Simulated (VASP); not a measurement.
# GaReSi (P4/nmm) in VASP: relaxation of cell and atoms with LDA

Aim: the relaxation of cell and atoms of GaReSi with LDA.

All numbers are computed with VASP 6.6.1; they aren't measurements. Logs are shortened: lines on timing, memory, paths and dates and some standing lists are left out, and cuts for length are marked.

## (1) The cell of the first run

Symmetry: P4/nmm, No. 129, tetragonal system. Conventional cell: a = 3.210 Å, b = 3.210 Å, c = 8.115 Å, α = 90.00°, β = 90.00°, γ = 90.00°. Within 3.5 Å of Ga (site symmetry 4mm) lie 8 Ga at 2.67 to 3.21 Å and 1 Si at 2.67 Å and 5 Re at 2.72 to 2.90 Å. Si (site symmetry 4mm) has 5 Re at 2.54 to 2.55 Å and 8 Si at 2.65 to 3.21 Å and 1 Ga at 2.67 Å within 3.4 Å. Within 3.4 Å of Re (site symmetry 4mm) lie 5 Si at 2.54 to 2.55 Å and 5 Ga at 2.72 to 2.90 Å and 4 Re at 3.21 Å.

## (2) Relaxation of cell and atoms, LDA

Contents of INCAR:

```
SYSTEM = GaReSi
ALGO = Normal
EDIFF = 1E-7
EDIFFG = -0.005
ENCUT = 500
GGA_COMPAT = .FALSE.
IBRION = 2
ISIF = 3
ISMEAR = 0
LASPH = .TRUE.
LCHARG = .FALSE.
LREAL = .FALSE.
LWAVE = .FALSE.
NELM = 120
NELMIN = 4
NSW = 70
PREC = Accurate
SIGMA = 0.01
```

Contents of KPOINTS:

```
k-points
0
G
  12 12 6
  0 0 0
```

Contents of POSCAR:

```
GaReSi
1.0
    3.2103103542      0.0000000000      0.0000000000
    0.0000000000      3.2103103542      0.0000000000
    0.0000000000      0.0000000000      8.1154343491
Ga Si Re
2 2 2
Direct
    0.5000000000      0.0000000000      0.9136582377
    0.0000000000      0.5000000000      0.0863417623
    0.0000000000      0.5000000000      0.4155231367
    0.5000000000      0.0000000000      0.5844768633
    0.0000000000      0.5000000000      0.7287746583
    0.5000000000      0.0000000000      0.2712253417
```

Potentials or basis: VASP PAW LDA potentials, release 64 (Ga_d, Si, Re_sv_GW).

Started as:

```console
> cat potpaw_LDA.64/Ga_d/POTCAR potpaw_LDA.64/Si/POTCAR potpaw_LDA.64/Re_sv_GW/POTCAR > POTCAR
> mpirun -np 1 vasp_std > vasp.out
```

OUTCAR:

```text
SYSTEM = GaReSi
   EDIFF = 1E-7
   EDIFFG = -0.005
   ENCUT = 500
   IBRION = 2
   ISIF = 3
   ISMEAR = 0
   LASPH = .TRUE.
   LREAL = .FALSE.
   NELM = 120
   NELMIN = 4
   NSW = 70
   PREC = Accurate

 ion  position               nearest neighbor table
   1  0.500  0.000  0.914-   2 2.67   2 2.67   2 2.67   2 2.67   4 2.67   5 2.72   5 2.72   5 2.72
                             5 2.72   6 2.90
   2  0.000  0.500  0.086-   1 2.67   1 2.67   1 2.67   1 2.67   3 2.67   6 2.72   6 2.72   6 2.72
                             6 2.72   5 2.90
   3  0.000  0.500  0.416-   5 2.54   6 2.55   6 2.55   6 2.55   6 2.55   4 2.65   4 2.65   4 2.65
                             4 2.65   2 2.67
   4  0.500  0.000  0.584-   6 2.54   5 2.55   5 2.55   5 2.55   5 2.55   3 2.65   3 2.65   3 2.65
                             3 2.65   1 2.67
   5  0.000  0.500  0.729-   3 2.54   4 2.55   4 2.55   4 2.55   4 2.55   1 2.72   1 2.72   1 2.72
                             1 2.72   2 2.90
   6  0.500  0.000  0.271-   4 2.54   3 2.55   3 2.55   3 2.55   3 2.55   2 2.72   2 2.72   2 2.72
                             2 2.72   1 2.90

  LATTYP: Found a simple tetragonal cell.
 ALAT       =     3.2103103542
 C/A-ratio  =     2.5279282853

  Lattice vectors:

 A1 = (   3.2103103542,   0.0000000000,   0.0000000000)
 A2 = (   0.0000000000,   3.2103103542,   0.0000000000)
 A3 = (   0.0000000000,   0.0000000000,   8.1154343491)

Analysis of symmetry for initial positions (statically):
=====================================================================
 Subroutine PRICEL returns:
 Original cell was already a primitive cell.

 Routine SETGRP: Setting up the symmetry group for a
 simple tetragonal supercell.

 Subroutine GETGRP returns: Found 16 space group operations
 (whereof  8 operations were pure point group operations)
 out of a pool of 16 trial point group operations.

The static configuration has the point symmetry D_2d.
 The point group associated with its full space group is D_4h.

Analysis of symmetry for dynamics (positions and initial velocities):
=====================================================================
 Subroutine PRICEL returns:
 Original cell was already a primitive cell.

 Routine SETGRP: Setting up the symmetry group for a
 simple tetragonal supercell.

 Subroutine GETGRP returns: Found 16 space group operations
 (whereof  8 operations were pure point group operations)
 out of a pool of 16 trial point group operations.

The dynamic configuration has the point symmetry D_2d.
[... 125 lines left out ...]
   IALGO  =     38    algorithm
   IMIX   =      4    mixing-type and parameters
     AMIX     =   0.40;   BMIX     =  1.00
     AMIX_MAG =   1.60;   BMIX_MAG =  1.00
  volume/ion in A,a.u.               =      13.94        94.07
  Fermi-wavevector in a.u.,A,eV,Ry     =   1.497383  2.829643 30.506381  2.242156
  Thomas-Fermi vector in A             =   2.609278
   LORBIT       =      0    0 simple, 1 ext, 2 COOP (PROOUT), +10 PAW based schemes
   GGA     = CA    functional components
   LHFCALC =     F    Hartree Fock is set to
   AEXX    =    0.0000 exact exchange contribution
   IVDW    =     0    specifies the selected vdW correction
   LEPSILON=     F    determine dielectric tensor
   LRPA    =     F    only Hartree local field effects (RPA)
 conjugate gradient relaxation of ions
 non-spin polarized calculation
 Gauss-broadening in eV      SIGMA  =   0.01
  energy-cutoff  :      500.00
  volume of cell :       83.64
 maximum number of plane-waves:      2160
 NGX is ok and might be reduce to    24
   NGX = 11   NGY = 11   NGZ = 29

--------------------------------------- Ionic step        1  -------------------------------------------

 number of electron      64.0000016 magnetization

 Free energy of the ion-electron system (eV)
  ---------------------------------------------------
  ext. energy  EPLUGINS =         0.00000000
  ---------------------------------------------------
  free energy    TOTEN  =       -52.02380319 eV

  energy without entropy =      -52.02380319  energy(sigma->0) =      -52.02380319

------------------------ aborting loop because EDIFF is reached ----------------------------------------

  FORCE on cell =-STRESS in cart. coord.  units (eV):
  Direction    XX          YY          ZZ          XY          YZ          ZX
  --------------------------------------------------------------------------------------
  -------------------------------------------------------------------------------------
  Total       -5.3231154     -5.3231154     -5.6449086      0.0000000      0.0000000      0.0000000
  in kB     -101.9695856   -101.9695856   -108.1338560      0.0000000      0.0000000      0.0000000
  external PRESSURE =    -104.0243424 kB  Pullay stress =       0.0000000 kB
[... 101 lines left out ...]
  FREE ENERGIE OF THE ION-ELECTRON SYSTEM (eV)
  ---------------------------------------------------
  free  energy   TOTEN  =       -52.1555624672 eV

  energy  without entropy=      -52.1555624672  energy(sigma->0) =      -52.15556247

[... ionic steps 4 to 10 ...]

--------------------------------------- Ionic step       11  -------------------------------------------

 number of electron      63.9999986 magnetization

------------------------ aborting loop because EDIFF is reached ----------------------------------------
[... 75 lines left out ...]
--------------------------------------- Ionic step       13  -------------------------------------------

 number of electron      63.9999986 magnetization

 Free energy of the ion-electron system (eV)
  ---------------------------------------------------
  ext. energy  EPLUGINS =         0.00000000
  ---------------------------------------------------
  free energy    TOTEN  =       -52.16259217 eV

  energy without entropy =      -52.16259217  energy(sigma->0) =      -52.16259217

 E-fermi :  11.6674     XC(G=0): -13.3267

 val. band max:       11.5973140734   @ k =   0.0000   0.0000   0.5000
 cond. band min:      11.7483474584   @ k =   0.2500   0.0000   0.0000
 fundamental gap:      0.1510333850
 Fermi energy:        11.6673619271

 k-point     1 :       0.0000    0.0000    0.0000
  band No.  band energies     occupation
      1     -67.8880      2.00000
      2     -67.8879      2.00000
      3     -30.0041      2.00000
      4     -30.0041      2.00000
      5     -30.0028      2.00000
      6     -30.0028      2.00000
[... 973 lines left out ...]
     37      14.3400      0.00000
     38      14.9876      0.00000

 [... further k-points ...]
[... 5 lines left out ...]
  --------------------------------------------------------------------------------------
  -------------------------------------------------------------------------------------
  Total        0.0008828      0.0008828     -0.0018962      0.0000000      0.0000000      0.0000000
  in kB        0.0177738      0.0177738     -0.0381796      0.0000000      0.0000000      0.0000000
  external PRESSURE =      -0.0008774 kB  Pullay stress =       0.0000000 kB
[... 21 lines left out ...]
  FREE ENERGIE OF THE ION-ELECTRON SYSTEM (eV)
  ---------------------------------------------------
  free  energy   TOTEN  =       -52.1625921657 eV

  energy  without entropy=      -52.1625921657  energy(sigma->0) =      -52.16259217

 reached required accuracy - stopping structural energy minimisation
```

CONTCAR:

```text
GaReSi
   1.00000000000000
     3.1604498868294790    0.0000000000000000    0.0000000000000000
     0.0000000000000000    3.1604498868294790    0.0000000000000000
     0.0000000000000000   -0.0000000000000000    7.9666175875027188
  Ga              Si              Re
     2     2     2
Direct
     0.5000000000000000    0.0000000000000000    0.9151766664476993
     0.0000000000000000    0.5000000000000000    0.0848233335523007
     1.0000000000000000    0.5000000000000000    0.4147590806829229
     0.5000000000000000    0.0000000000000000    0.5852409193170772
     0.0000000000000000    0.5000000000000000    0.7309901413174514
     0.5000000000000000    0.0000000000000000    0.2690098586825486

  0.00000000E+00  0.00000000E+00  0.00000000E+00
  0.00000000E+00  0.00000000E+00  0.00000000E+00
  0.00000000E+00  0.00000000E+00  0.00000000E+00
  0.00000000E+00  0.00000000E+00  0.00000000E+00
  0.00000000E+00  0.00000000E+00  0.00000000E+00
  0.00000000E+00  0.00000000E+00  0.00000000E+00
```

It took 25 min on 1 thread of AMD EPYC 9R45 (Zen 5), shared host; peak memory 0.37 GiB.

What came out:

```yaml
Free_energy: -52.1626 eV
Relaxed_volume: 13.26 Å³/atom
Relaxed_cell: a = 3.160 Å, b = 3.160 Å, c = 7.967 Å, α = 90.00°, β = 90.00°, γ = 90.00°
Space_group_after_relaxing_to_0.1_Å: P4/nmm (No. 129)
Energy_gained_by_relaxing: 23.1 meV/atom
Ionic_steps: 13
Pressure_after_relaxing: 0.0 GPa
Band_gap_on_the_k_mesh: 0.15 eV (least direct gap 0.84 eV)
```

Step by step:
```
step  energy change (eV)  largest force (eV/Å)  pressure (GPa)  volume (Å³)
   1              0.0000                0.1496          -10.40        83.64
   2              0.3622                1.0657           25.66        73.15
   3             -0.1318                0.3194           -0.39        79.87
   4             -0.1319                0.3291           -0.06        79.77
   5             -0.1369                0.0739            0.04        79.58
   6             -0.1369                0.0757            0.04        79.60
   7             -0.1383                0.0558           -0.01        79.59
   8             -0.1385                0.0389           -0.05        79.59
   9             -0.1386                0.0439           -0.04        79.59
  10             -0.1388                0.0051            0.10        79.55
  11             -0.1388                0.0035            0.08        79.55
  12             -0.1388                0.0059           -0.15        79.62
  13             -0.1388                0.0018            0.00        79.57
```

Final structure:
```
CELL_PARAMETERS angstrom
3.16045 0.00000 0.00000
0.00000 3.16045 0.00000
0.00000 0.00000 7.96662
ATOMIC_POSITIONS crystal
Ga 0.50000 0.00000 0.91518
Ga 0.00000 0.50000 0.08482
Si 0.00000 0.50000 0.41476
Si 0.50000 0.00000 0.58524
Re 0.00000 0.50000 0.73099
Re 0.50000 0.00000 0.26901
```

Caveat: spin-orbit coupling is left out, which moves the levels of the heavy elements.
